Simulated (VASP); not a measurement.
Crystal: Sn4AsSe.

```
CELL_PARAMETERS angstrom
4.15000 0.00000 0.00000
-2.07500 3.59401 0.00000
0.00000 0.00000 10.50000
ATOMIC_POSITIONS crystal
Sn 0.00000 0.00000 0.00000
Sn 0.66667 0.33333 0.32000
Sn 0.33333 0.66667 0.63500
Sn 0.66667 0.33333 0.82000
As 0.33333 0.66667 0.15500
Se 0.00000 0.00000 0.47500
```

* Program: VASP 6.6.1
* Task: relaxation of cell and atoms
* Functional: PBE
* Potentials or basis: VASP PAW PBE potentials, release 64 (Sn_d, As, Se)
* Cutoff: 600 eV
* k mesh: 5 × 5 × 2
* Occupations: gaussian, width 0.2 eV
* Spin: no spin polarisation

At the start: pressure 2.2 GPa; volume 26.10 Å³/atom.

How do energy, volume and symmetry change on relaxing?

Over 12 steps the energy falls by 27.9 meV/atom and the volume is 27.19 Å³/atom (+4.2 %); space group P3m1 (No. 156, to 0.1 Å) before and after.

Step by step:
```tsv
step	energy change (eV)	largest force (eV/Å)	pressure (GPa)	volume (Å³)
1	0.0000	0.9324	2.22	156.61
2	-0.0922	0.5896	-0.65	164.96
3	-0.0925	0.5731	-0.78	165.43
4	-0.1305	0.3650	-0.48	164.34
5	-0.1571	0.0924	0.13	162.61
6	-0.1573	0.1094	0.22	162.42
7	-0.1605	0.1184	-0.04	163.42
8	-0.1614	0.1305	-0.28	164.30
9	-0.1640	0.1141	-0.17	164.02
10	-0.1666	0.0879	0.03	163.53
11	-0.1658	0.0654	0.50	162.53
12	-0.1672	0.0682	0.25	163.12
```

Final structure:
```cif
data_structure
_symmetry_space_group_name_H-M 'P 1'
_symmetry_Int_Tables_number 1
_cell_length_a 4.1081
_cell_length_b 4.1081
_cell_length_c 11.1605
_cell_angle_alpha 90.000
_cell_angle_beta 90.000
_cell_angle_gamma 120.000
_cell_volume 163.12
loop_
_atom_site_label
_atom_site_type_symbol
_atom_site_fract_x
_atom_site_fract_y
_atom_site_fract_z
_atom_site_occupancy
Sn1 Sn 0.00000 0.00000 0.01251 1
Sn2 Sn 0.66667 0.33333 0.30440 1
Sn3 Sn 0.33333 0.66667 0.63592 1
Sn4 Sn 0.66667 0.33333 0.82024 1
As1 As 0.33333 0.66667 0.15661 1
Se1 Se 0.00000 0.00000 0.47533 1
```

Caveat: the relaxation stopped at a loose force limit of 0.08 eV/Å, so its end isn't a converged minimum.
